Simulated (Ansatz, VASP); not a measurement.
# KF: VASP beside Ansatz

The input INCAR:

```
PREC = Accurate
ENCUT = 520
EDIFF = 1E-7
ISMEAR = 0
SIGMA = 0.05
LREAL = F
LASPH = T
NELM = 80
ALGO = Normal
ISIF = 2
LWAVE = F
LCHARG = F
GGA = CA
NBANDS = 15
```

KPOINTS

```
regular mesh
0
Gamma
  8 8 8
```

File POSCAR:

```
KF
1.0
    0.1084734086      2.5663300985      2.5663300985
    2.5663300985      0.1084734086      2.5663300985
    2.5663300985      2.5663300985      0.1084734086
K F
1 1
Direct
    0.0000000000      0.0000000000      0.0000000000
    0.5000000000      0.5000000000      0.5000000000
```

Input for Ansatz:

```yaml
crystal:
  lattice:
    - [0.1084734086, 2.5663300985, 2.5663300985]
    - [2.5663300985, 0.1084734086, 2.5663300985]
    - [2.5663300985, 2.5663300985, 0.1084734086]
  atoms:
    - { symbol: K, position: [0.0, 0.0, 0.0] }
    - { symbol: F, position: [0.5, 0.5, 0.5] }
basis:
  ecutwfc: 520.0
kpoints:
  mp_grid: { grid: [8, 8, 8] }
hamiltonian:
  xc: lda
scf:
  occupations: { method: gaussian, width: 0.05 }
output:
  forces: true
  stress: true
  eigenvalues: true
```

Alike in both runs: task single point; functional LDA; k mesh 8 × 8 × 8; occupations gaussian, width 0.05 eV; no spin polarisation.

|  | VASP | Ansatz |
| --- | --- | --- |
| version | VASP 6.6.1 | Ansatz 0.2.0 |
| potentials or method | VASP PAW LDA potentials, release 64 (K_sv, F), cutoff 520 eV | scalar-relativistic, plane waves, PAW |
| valence electrons in the cell | 16 | 16 |

```tsv
	VASP	Ansatz	Ansatz less VASP
gap on the k mesh at the Fermi level (eV)	6.80	6.82	+0.020
least direct gap on the mesh (eV)	6.81	6.83	+0.022
pressure (GPa)	4.7	4.3	-0.41
traceless stress, the component that is largest in VASP (GPa)	-0.54	-0.56	-0.021
```

LDA's correlation is that of Perdew and Zunger in VASP and of Perdew and Wang (1992) in Ansatz.
